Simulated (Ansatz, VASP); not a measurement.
# Two plane-wave programs on CdS

The input INCAR:

```
  PREC = Accurate
  ENCUT = 520
  EDIFF = 1E-6
  ISMEAR = 0
  SIGMA = 0.1
  LREAL = False
  LASPH = True
  NELM = 80
  ALGO = Normal
  ISIF = 2
  LWAVE = False
  LCHARG = True
  GGA = PS
  LELF = True
  LVHAR = True
  NBANDS = 16
```

File KPOINTS:

```
Automatic mesh
0
Gamma
  4 4 4
```

File POSCAR:

```
CdS
1.0
    0.0000000000      2.7532440000      2.7532440000
    2.7532440000      0.0000000000      2.7532440000
    2.7532440000      2.7532440000      0.0000000000
Cd S
1 1
Direct
    0.0000000000      0.0000000000      0.0000000000
    0.5000000000      0.5000000000      0.5000000000
```

Input for Ansatz:

```yaml
crystal:
  lattice:
    - [0.0, 2.753244, 2.753244]
    - [2.753244, 0.0, 2.753244]
    - [2.753244, 2.753244, 0.0]
  atoms:
    - { symbol: Cd, position: [0.0, 0.0, 0.0] }
    - { symbol: S, position: [0.5, 0.5, 0.5] }
basis:
  ecutwfc: 420
  xc_grid: 1
kpoints:
  mp_grid: { grid: [4, 4, 4] }
hamiltonian:
  xc: pbesol
scf:
  occupations: { method: gaussian, width: 0.1 }
output:
  forces: true
  stress: true
  eigenvalues: true
```

Alike in both runs: task single point; functional PBEsol; k mesh 4 × 4 × 4; occupations gaussian, width 0.1 eV; no spin polarisation.

|  | VASP | Ansatz |
| --- | --- | --- |
| version | VASP 6.6.1 | Ansatz 0.2.0 |
| potentials or method | VASP PAW PBE potentials, release 64 (Cd, S), cutoff 520 eV | scalar-relativistic, plane waves, PAW |
| valence electrons in the cell | 18 | 26 |

Ansatz gave:

| Property | Result |
| --- | --- |
| gap on the k mesh at the Fermi level (eV) | 0.12 |
| least direct gap on the mesh (eV) | 1.42 |
| pressure (GPa) | -4.0 |

Problem. Estimate VASP's values.

Solution. gap on the k mesh at the Fermi level (eV): 0.11; least direct gap on the mesh (eV): 1.40; pressure (GPa): -3.6.

VASP's potentials were made for PBE, not for PBEsol. VASP's potentials hold 18 valence electrons a cell and Ansatz's 26, so a difference there can come from the potentials and not from the codes.

The k mesh is coarse, so the values compare programs but aren't converged.
